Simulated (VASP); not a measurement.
# NiO2 (P-3m1) in VASP: a series of runs

NiO2 is run at these levels: LDA+U; tasks: single point.

Everything below comes from runs of VASP 6.6.1. Logs are shortened: lines on timing, memory, paths and dates and some standing lists are left out, and cuts for length are marked.

**1. The cell of the first run**

The structure is trigonal, space group P-3m1 (No. 164). The conventional cell has a = 2.680 Å, b = 2.680 Å, c = 4.324 Å, α = 90.00°, β = 90.00°, γ = 120.00°. Ni (site symmetry -3m) has 6 O at 1.89 Å within 2.5 Å. O (site symmetry 3m) has 3 Ni at 1.89 Å within 2.5 Å.

**2. Single point, LDA+U, collinear spin, ferromagnetic start**

Contents of INCAR:

```
SYSTEM = NiO2
  ALGO = Normal
  EDIFF = 1E-6
  ENCUT = 600
  GGA_COMPAT = .FALSE.
  ISIF = 2
  ISMEAR = 0
  ISPIN = 2
  LASPH = .TRUE.
  LCHARG = .FALSE.
  LDAU = .TRUE.
  LDAUJ = 0.5 0
  LDAUL = 2 -1
  LDAUPRINT = 1
  LDAUTYPE = 1
  LDAUU = 4 0
  LMAXMIX = 4
  LORBIT = 11
  LREAL = .FALSE.
  LWAVE = .FALSE.
  MAGMOM = 4 4 0 0 0 0
  NBANDS = 35
  NELM = 200
  PREC = Accurate
  SIGMA = 0.05
```

Contents of KPOINTS:

```
k-points
0
G
  8 8 3
  0 0 0
```

Contents of POSCAR:

```
NiO2
1.0
    2.6800879700      0.0000000000      0.0000000000
   -1.3400439800      2.3210242600      0.0000000000
    0.0000000000      0.0000000000      8.6470762600
Ni O
2 4
Direct
    0.0000000000      0.0000000000      0.0000000000
    0.0000000000      0.0000000000      0.5000000000
    0.3333333333      0.6666666667      0.1260000000
    0.6666666667      0.3333333333      0.3740000000
    0.3333333333      0.6666666667      0.6260000000
    0.6666666667      0.3333333333      0.8740000000
```

Potentials or basis: VASP PAW LDA potentials, release 64 (Ni, O).

Launch:

```bash
> cat potpaw_LDA.64/Ni/POTCAR potpaw_LDA.64/O/POTCAR > POTCAR
> mpirun -np 1 vasp_std > vasp.out
```

OUTCAR:

```text
SYSTEM = NiO2
   EDIFF = 1E-6
   ENCUT = 600
   ISIF = 2
   ISMEAR = 0
   ISPIN = 2
   LASPH = .TRUE.
   LORBIT = 11
   LREAL = .FALSE.
   NELM = 200
   PREC = Accurate

 ion  position               nearest neighbor table
   1  0.000  0.000  0.000-   3 1.89   6 1.89   6 1.89   3 1.89   6 1.89   3 1.89
   2  0.000  0.000  0.500-   5 1.89   4 1.89   5 1.89   4 1.89   4 1.89   5 1.89
   3  0.333  0.667  0.126-   1 1.89   1 1.89   1 1.89
   4  0.667  0.333  0.374-   2 1.89   2 1.89   2 1.89
   5  0.333  0.667  0.626-   2 1.89   2 1.89   2 1.89
   6  0.667  0.333  0.874-   1 1.89   1 1.89   1 1.89

  LATTYP: Found a hexagonal cell.
 ALAT       =     2.6800879700
 C/A-ratio  =     3.2264150867

  Lattice vectors:

 A1 = (   2.6800879700,   0.0000000000,   0.0000000000)
 A2 = (  -1.3400439800,   2.3210242600,   0.0000000000)
 A3 = (   0.0000000000,   0.0000000000,   8.6470762600)

Analysis of symmetry for initial positions (statically):
=====================================================================
 Subroutine PRICEL returns following result:

  LATTYP: Found a hexagonal cell.
 ALAT       =     2.6800879700
 C/A-ratio  =     1.6132075433
[... 12 lines left out ...]
 Subroutine GETGRP returns: Found 12 space group operations
 (whereof 12 operations were pure point group operations)
 out of a pool of 24 trial point group operations.

The static configuration has the point symmetry D_3d.

Analysis of symmetry for dynamics (positions and initial velocities):
=====================================================================
 Subroutine PRICEL returns following result:

  LATTYP: Found a hexagonal cell.
 ALAT       =     2.6800879700
 C/A-ratio  =     1.6132075433
[... 12 lines left out ...]
 Subroutine GETGRP returns: Found 12 space group operations
 (whereof 12 operations were pure point group operations)
 out of a pool of 24 trial point group operations.

The dynamic configuration has the point symmetry D_3d.

Analysis of structural, dynamic, and magnetic symmetry:
=====================================================================
 Subroutine PRICEL returns following result:

  LATTYP: Found a hexagonal cell.
 ALAT       =     2.6800879700
 C/A-ratio  =     1.6132075433
[... 12 lines left out ...]
 Subroutine GETGRP returns: Found 12 space group operations
 (whereof 12 operations were pure point group operations)
 out of a pool of 24 trial point group operations.

The overall configuration has the point symmetry D_3d.

 Subroutine INISYM returns: Found 12 space group operations
 (whereof 12 operations are pure point group operations),
 and found     2 'primitive' translations

----------------------------------------------------------------------------------------

                                     Primitive cell

  volume of cell :      26.8948

  direct lattice vectors                    reciprocal lattice vectors
     2.680087970  0.000000000  0.000000000     0.373122081  0.215422134  0.000000000
    -1.340043980  2.321024260  0.000000000     0.000000000  0.430844269  0.000000000
     0.000000000  0.000000000  4.323538130     0.000000000  0.000000000  0.231292051

  length of vectors
     2.680087970  2.680087962  4.323538130     0.430844267  0.430844269  0.231292051

  position of ions in fractional coordinates (direct lattice)
     0.000000000  0.000000000  0.000000000
     0.333333333  0.666666667  0.252000000
     0.666666667  0.333333333  0.748000000

  ion indices of the primitive-cell ions
   primitive index   ion index
                 1           1
                 2           3
                 3           6

----------------------------------------------------------------------------------------
[... 142 lines left out ...]
  o =  0.9843  v =  0.2711 -0.5240  0.0000  0.1805 -0.7870  0.0000  0.0000  0.0000  0.0000  0.0000      0.0000  0.0000  0.0000  0.0000  0.0000  0.0000  0.0000  0.0000  0.0000  0.0000
  o =  0.9843  v =  0.7870  0.1805 -0.0000  0.5240  0.2711  0.0000  0.0000  0.0000  0.0000  0.0000      0.0000  0.0000  0.0000  0.0000  0.0000  0.0000  0.0000  0.0000  0.0000  0.0000
  o =  0.9843  v =  0.0000  0.0000  0.0000  0.0000  0.0000  0.2711 -0.5241  0.0000  0.1805 -0.7870      0.0000  0.0000  0.0000  0.0000  0.0000  0.0000  0.0000  0.0000  0.0000  0.0000
  o =  0.9843  v =  0.0000  0.0000  0.0000  0.0000  0.0000  0.7870  0.1805 -0.0000  0.5241  0.2711      0.0000  0.0000  0.0000  0.0000  0.0000  0.0000  0.0000  0.0000  0.0000  0.0000

atom =   2  type =  1  l = 2

 onsite density matrix

spin component  1

  0.8714 -0.0000 -0.0000  0.1695  0.0000
 -0.0000  0.7297 -0.0000  0.0000  0.1695
 -0.0000 -0.0000  0.9834 -0.0000 -0.0000
  0.1695  0.0000 -0.0000  0.7297  0.0000
  0.0000  0.1695 -0.0000  0.0000  0.8714

spin component  2

  0.8715 -0.0000 -0.0000  0.1695  0.0000
 -0.0000  0.7298 -0.0000  0.0000  0.1695
 -0.0000 -0.0000  0.9834 -0.0000 -0.0000
  0.1695  0.0000 -0.0000  0.7298  0.0000
  0.0000  0.1695 -0.0000  0.0000  0.8715

 occupancies and eigenvectors

  o =  0.6168  v =  0.1805  0.7870 -0.0000 -0.2711 -0.5240  0.0000  0.0000  0.0000  0.0000  0.0000      0.0000  0.0000  0.0000  0.0000  0.0000  0.0000  0.0000  0.0000  0.0000  0.0000
  o =  0.6168  v = -0.5240  0.2711 -0.0000  0.7870 -0.1805  0.0000  0.0000  0.0000  0.0000  0.0000      0.0000  0.0000  0.0000  0.0000  0.0000  0.0000  0.0000  0.0000  0.0000  0.0000
  o =  0.6169  v =  0.0000  0.0000  0.0000  0.0000  0.0000  0.1805  0.7870 -0.0000 -0.2711 -0.5241      0.0000  0.0000  0.0000  0.0000  0.0000  0.0000  0.0000  0.0000  0.0000  0.0000
  o =  0.6169  v =  0.0000  0.0000  0.0000  0.0000  0.0000 -0.5241  0.2711 -0.0000  0.7870 -0.1805      0.0000  0.0000  0.0000  0.0000  0.0000  0.0000  0.0000  0.0000  0.0000  0.0000
  o =  0.9834  v = -0.0000 -0.0000 -1.0000 -0.0000 -0.0000  0.0000  0.0000  0.0000  0.0000  0.0000      0.0000  0.0000  0.0000  0.0000  0.0000  0.0000  0.0000  0.0000  0.0000  0.0000
  o =  0.9834  v =  0.0000  0.0000  0.0000  0.0000  0.0000 -0.0000 -0.0000 -1.0000 -0.0000 -0.0000      0.0000  0.0000  0.0000  0.0000  0.0000  0.0000  0.0000  0.0000  0.0000  0.0000
  o =  0.9843  v =  0.2711 -0.5240  0.0000  0.1805 -0.7870  0.0000  0.0000  0.0000  0.0000  0.0000      0.0000  0.0000  0.0000  0.0000  0.0000  0.0000  0.0000  0.0000  0.0000  0.0000
  o =  0.9843  v =  0.7870  0.1805 -0.0000  0.5240  0.2711  0.0000  0.0000  0.0000  0.0000  0.0000      0.0000  0.0000  0.0000  0.0000  0.0000  0.0000  0.0000  0.0000  0.0000  0.0000
  o =  0.9843  v =  0.0000  0.0000  0.0000  0.0000  0.0000  0.2711 -0.5241  0.0000  0.1805 -0.7870      0.0000  0.0000  0.0000  0.0000  0.0000  0.0000  0.0000  0.0000  0.0000  0.0000
  o =  0.9843  v =  0.0000  0.0000  0.0000  0.0000  0.0000  0.7870  0.1805 -0.0000  0.5241  0.2711      0.0000  0.0000  0.0000  0.0000  0.0000  0.0000  0.0000  0.0000  0.0000  0.0000

 number of electron      43.9999996 magnetization      -0.0010401

 Free energy of the ion-electron system (eV)
  ---------------------------------------------------
  ext. energy  EPLUGINS =         0.00000000
  ---------------------------------------------------
  free energy    TOTEN  =       -35.75310285 eV

  energy without entropy =      -35.75310285  energy(sigma->0) =      -35.75310285

 E-fermi :   4.0204     XC(G=0): -12.5529

 val. band max:        3.7646236299   @ k =   0.0000   0.1250   0.3333
 cond. band min:       4.6548298542   @ k =   0.2500   0.0000   0.3333
 fundamental gap:      0.8902062243
 Fermi energy:         4.0203545988

 spin component 1

 k-point     1 :       0.0000    0.0000    0.0000
  band No.  band energies     occupation
      1     -15.3495      1.00000
      2     -14.8695      1.00000
      3     -13.7465      1.00000
      4     -13.0251      1.00000
      5      -2.9921      1.00000
      6      -1.7028      1.00000
[... 877 lines left out ...]
     33      19.6190      0.00000
     34      19.8408      0.00000

 [... further k-points ...]

 spin component 2

 k-point     1 :       0.0000    0.0000    0.0000
  band No.  band energies     occupation
      1     -15.3496      1.00000
      2     -14.8696      1.00000
      3     -13.7466      1.00000
      4     -13.0251      1.00000
      5      -2.9923      1.00000
      6      -1.7031      1.00000
[... 877 lines left out ...]
     33      19.6189      0.00000
     34      19.8408      0.00000

 [... further k-points ...]

 [bands above 34 left out]

------------------------ aborting loop because EDIFF is reached ----------------------------------------

  FORCE on cell =-STRESS in cart. coord.  units (eV):
  Direction    XX          YY          ZZ          XY          YZ          ZX
  --------------------------------------------------------------------------------------
  -------------------------------------------------------------------------------------
  Total       -2.5607029     -2.5607029    -10.5183570     -0.0000000      0.0000000     -0.0000000
  in kB      -76.2731643    -76.2731639   -313.3000546     -0.0000002      0.0000000     -0.0000000
  external PRESSURE =    -155.2821276 kB  Pullay stress =       0.0000000 kB

 VOLUME and BASIS-vectors are now :
 -----------------------------------------------------------------------------
  energy-cutoff  :      600.00
  volume of cell :       53.79
      direct lattice vectors                 reciprocal lattice vectors
     2.680087970  0.000000000  0.000000000     0.373122081  0.215422134  0.000000000
    -1.340043980  2.321024260  0.000000000     0.000000000  0.430844269  0.000000000
     0.000000000  0.000000000  8.647076260     0.000000000  0.000000000  0.115646025

 POSITION                                       TOTAL-FORCE (eV/Angst)
 -----------------------------------------------------------------------------------
      0.00000      0.00000      0.00000         0.000000      0.000000     -0.000000
      0.00000      0.00000      4.32354         0.000000      0.000000     -0.000000
      0.00000      1.54735      1.08953         0.000000      0.000000     -2.605073
      1.34004      0.77367      3.23401        -0.000000     -0.000000      2.605073
      0.00000      1.54735      5.41307         0.000000     -0.000000     -2.605073
      1.34004      0.77367      7.55754        -0.000000      0.000000      2.605073
 -----------------------------------------------------------------------------------
    total drift:                               -0.000000      0.000000      0.000000

  FREE ENERGIE OF THE ION-ELECTRON SYSTEM (eV)
  ---------------------------------------------------
  free  energy   TOTEN  =       -35.7531028487 eV

  energy  without entropy=      -35.7531028487  energy(sigma->0) =      -35.75310285

 total charge

# of ion       s       p       d       tot
------------------------------------------
    1        0.496   0.785   8.336   9.616
    2        0.496   0.785   8.336   9.616
    3        1.587   3.263   0.000   4.850
    4        1.587   3.263   0.000   4.850
    5        1.587   3.263   0.000   4.850
    6        1.587   3.263   0.000   4.850
--------------------------------------------------
tot          7.338  14.622  16.671  38.631

 magnetization (x)

# of ion       s       p       d       tot
------------------------------------------
    1       -0.000  -0.000  -0.000  -0.000
    2       -0.000  -0.000  -0.000  -0.000
    3       -0.000   0.000   0.000   0.000
    4       -0.000   0.000   0.000   0.000
    5       -0.000   0.000   0.000   0.000
    6       -0.000   0.000   0.000   0.000
--------------------------------------------------
tot         -0.000   0.000  -0.000  -0.000
```

It took 2.6 min on 1 thread of AMD EPYC 7R13 (Zen 3), shared host; peak memory 0.2 GiB.

Results:

```
Free energy                                           : -35.7531 eV
Pressure                                              : -15.5 GPa
Largest force                                         : 2.605 eV/Å
Band gap on the k mesh                                : 0.89 eV
Net moment                                            : 0.00 μB per cell
Valence electrons inside the program's atomic spheres : Ni 9.62; O 4.85
```

Forces on the atoms (eV/Å):
```
Ni   0.000  0.000  0.000
Ni   0.000  0.000  0.000
O    0.000  0.000 -2.605
O    0.000  0.000  2.605
O    0.000  0.000 -2.605
O    0.000  0.000  2.605
```

Eigenvalues of the final occupation matrices:
```
    site  spin  trace               eigenvalues
site 1 d     1   4.19  0.62 0.62 0.98 0.98 0.98
site 1 d     2   4.19  0.62 0.62 0.98 0.98 0.98
site 2 d     1   4.19  0.62 0.62 0.98 0.98 0.98
site 2 d     2   4.19  0.62 0.62 0.98 0.98 0.98
```

Caveat: the cell stands under tension; an odd mesh through Γ misses points on the zone boundary, where band edges can lie; forces of over 1 eV/Å act on the atoms, so gaps and moduli don't describe the material at rest.

(Part 1 of 2 ends here.)
